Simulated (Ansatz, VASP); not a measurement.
**One calculation of InP, two programs**

POSCAR

```
InP
1.0
    0.0000000000      2.9879753761      2.9879753761
    2.9879753761      0.0000000000      2.9879753761
    2.9879753761      2.9879753761      0.0000000000
In P
1 1
Direct
    0.0000000000      0.0000000000      0.0000000000
    0.7500000000      0.7500000000      0.7500000000
```

File INCAR.step1:

```
PREC = Accurate
ENCUT = 520
EDIFF = 1E-5
ISMEAR = -1
SIGMA = 0.05
LREAL = F
LASPH = T
NELM = 80
ALGO = Normal
ISIF = 2
LWAVE = T
LCHARG = F
NBANDS = 16
GGA = PE
```

File INCAR.step2:

```
PREC = Accurate
ENCUT = 520
EDIFF = 1E-6
ISMEAR = -1
SIGMA = 0.05
LREAL = F
LASPH = T
NELM = 80
ALGO = Normal
ISIF = 2
LWAVE = F
LCHARG = F
METAGGA = R2SCAN
LHFCALC = T
AEXX = 0.25
LMIXTAU = T
PRECFOCK = Normal
NBANDS = 16
ISTART = 1
```

The input KPOINTS:

```
regular mesh
0
Gamma
  4 4 4
```

The input input.yaml:

```yaml
crystal:
  lattice:
    - [0.0, 2.9879753761, 2.9879753761]
    - [2.9879753761, 0.0, 2.9879753761]
    - [2.9879753761, 2.9879753761, 0.0]
  atoms:
    - { symbol: In, position: [0.0, 0.0, 0.0] }
    - { symbol: P, position: [0.75, 0.75, 0.75] }
hamiltonian:
  xc: r2scan0
  pseudopotentials: { kind: paw }
kpoints:
  mp_grid: { grid: [4, 4, 4] }
scf:
  occupations: { method: fermi_dirac, width: 0.05 }
output:
  forces: true
  stress: true
  eigenvalues: true
```

Alike in both runs: task single point; functional r2SCAN0; k mesh 4 × 4 × 4; occupations fermi-dirac, width 0.05 eV; no spin polarisation.

```csv
,VASP,Ansatz
version,VASP 6.6.1,Ansatz 0.2.0
potentials or method,"VASP PAW PBE potentials, release 64 (In_d, P)",Ansatz PAW
plane-wave cutoff (eV),520,500
valence electrons in the cell,18,18
```

```tsv
	VASP	Ansatz	Ansatz less VASP
gap on the k mesh at the Fermi level (eV)	2.12	2.07	-0.058
least direct gap on the mesh (eV)	2.12	2.07	-0.058
pressure (GPa)	-3.7	-3.3	+0.33
```

VASP's potentials were made for PBE, not for r2SCAN0.

The k mesh is coarse, so the values compare programs but aren't converged.
